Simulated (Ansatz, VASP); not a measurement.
**One calculation of GaSb3, two programs**

INCAR

```
SYSTEM = GaSb3
PREC = Accurate
ENCUT = 520
EDIFF = 1E-6
ISMEAR = 0
SIGMA = 0.15
LREAL = .False.
LASPH = .True.
NELM = 100
ALGO = Normal
ISIF = 2
LWAVE = .False.
LCHARG = .False.
GGA = PS
IVDW = 12
NBANDS = 22
```

Contents of KPOINTS:

```
Automatic mesh
0
Gamma
  10 10 10
  0 0 0
```

The input POSCAR:

```
GaSb3
1.0
    0.0000000000      3.5857729617      3.5857729617
    3.5857729617      0.0000000000      3.5857729617
    3.5857729617      3.5857729617      0.0000000000
Ga Sb
1 3
Direct
    0.0635846169     -0.0635846169     -0.0635846169
    0.2498742531      0.2501257469      0.2501257469
    0.7270061014      0.7729938986      0.7729938986
    0.4867094103      0.5132905897      0.5132905897
```

Input for Ansatz:

```yaml
crystal:
  lattice:
    - [0.0, 3.5857729617, 3.5857729617]
    - [3.5857729617, 0.0, 3.5857729617]
    - [3.5857729617, 3.5857729617, 0.0]
  atoms:
    - { symbol: Ga, position: [0.0635846169, -0.0635846169, -0.0635846169] }
    - { symbol: Sb, position: [0.2498742531, 0.2501257469, 0.2501257469] }
    - { symbol: Sb, position: [0.7270061014, 0.7729938986, 0.7729938986] }
    - { symbol: Sb, position: [0.4867094103, 0.5132905897, 0.5132905897] }
basis:
  ecutwfc: 420
kpoints:
  mp_grid: { grid: [10, 10, 10] }
hamiltonian:
  xc: pbesol
  pseudopotentials: { kind: paw, azcp: { folder: soft_1 } }
  dispersion: d3bj
scf:
  occupations: { method: gaussian, width: 0.15 }
output:
  forces: true
  stress: true
  eigenvalues: true
  write_density: true
  write_potential: true
  elf: true
  volumetric_format: npy
```

Change from the starting cell: mode 4 frozen in at -0.082 Å and mode 7 at -0.456 Å (largest displacements).

Alike in both runs: task single point; functional PBEsol; dispersion D3(BJ); k mesh 10 × 10 × 10; occupations gaussian, width 0.15 eV; no spin polarisation.

|  | VASP | Ansatz |
| --- | --- | --- |
| version | VASP 6.6.1 | Ansatz 0.2.0 |
| potentials or method | VASP PAW PBE potentials, release 64 (Ga_d, Sb), cutoff 520 eV | scalar-relativistic, plane waves, PAW |
| valence electrons in the cell | 28 | 58 |

Ansatz gave:

```
gap on the k mesh at the Fermi level (eV)                     : none
pressure (GPa)                                                : 3.0
traceless stress, the component that is largest in VASP (GPa) : -0.64
rms of the force components (eV/Å)                            : 0.431
```

Task: Estimate VASP's values.

Result: gap on the k mesh at the Fermi level (eV): none; pressure (GPa): 3.1; traceless stress, the component that is largest in VASP (GPa): -0.65; rms of the force components (eV/Å): 0.435.

VASP's potentials were made for PBE, not for PBEsol, and Ansatz warns of the same on its side. Atom by atom the forces differ by 0.005 eV/Å (rms over components). A gap of «none» marks a metal or a gap that the smearing closes. VASP's potentials hold 28 valence electrons a cell and Ansatz's 58, so a difference there can come from the potentials and not from the codes.

Neither program's run includes spin-orbit coupling.
